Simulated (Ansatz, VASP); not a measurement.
# Ge in VASP and in Ansatz

File INCAR:

```
SYSTEM = Ge
  PREC = Accurate
  ENCUT = 520
  EDIFF = 1E-7
  ISMEAR = 0
  SIGMA = 0.1
  LREAL = .FALSE.
  LASPH = .TRUE.
  NELM = 60
  ALGO = Normal
  ISIF = 2
  LWAVE = .FALSE.
  LCHARG = .TRUE.
  LDIPOL = .TRUE.
  IDIPOL = 3
  DIPOL = 0.5 0.5 0.500
  GGA = PE
  LELF = .TRUE.
  LVHAR = .TRUE.
  LVACPOTAV = .TRUE.
  NBANDS = 21
```

File KPOINTS:

```
Automatic mesh
0
G
  12 12 1
  0 0 0
```

The input POSCAR:

```
Ge
1.0
    3.9210000000      0.0000000000      0.0000000000
   -1.9605000000      3.3956856082      0.0000000000
    0.0000000000      0.0000000000     28.0000000000
Ge
2
Direct
    0.3333333333      0.6666666667      0.5025892857
    0.6666666667      0.3333333333      0.4974107143
```

Input for Ansatz:

```yaml
crystal:
  lattice:
    - [3.921, 0.0, 0.0]
    - [-1.9605, 3.3956856082, 0.0]
    - [0.0, 0.0, 28.0]
  atoms:
    - { symbol: Ge, position: [0.3333333333, 0.6666666667, 0.5025892857] }
    - { symbol: Ge, position: [0.6666666667, 0.3333333333, 0.4974107143] }
  periodic: [true, true, false]
basis:
  ecutwfc: 420
kpoints:
  mp_grid: { grid: [12, 12, 1] }
hamiltonian:
  xc: pbe
  pseudopotentials: { kind: paw, azcp: { folder: soft_1 } }
scf:
  occupations: { method: gaussian, width: 0.1 }
output:
  forces: true
  stress: true
  eigenvalues: true
```

Alike in both runs: task single point; functional PBE; k mesh 12 × 12 × 1; occupations gaussian, width 0.1 eV; no spin polarisation.

|  | VASP | Ansatz |
| --- | --- | --- |
| version | VASP 6.6.1 | Ansatz 0.2.0 |
| potentials or method | VASP PAW PBE potentials, release 64 (Ge_d), cutoff 520 eV | scalar-relativistic, plane waves, PAW |
| valence electrons in the cell | 28 | 28 |

|  | VASP | Ansatz | Ansatz less VASP |
| --- | --- | --- | --- |
| gap on the k mesh at the Fermi level (eV) | none | none | - |
| rms of the force components (eV/Å) | 0.234 | 0.237 | +0.0033 |
| work function, face that differs most (eV) | 4.37 | 4.37 | 0.000 |

Atom by atom the forces differ by 0.003 eV/Å (rms over components). A gap of «none» marks a metal or a gap that the smearing closes. With one functional, cell and mesh, what is left measures potentials, basis and numerics.
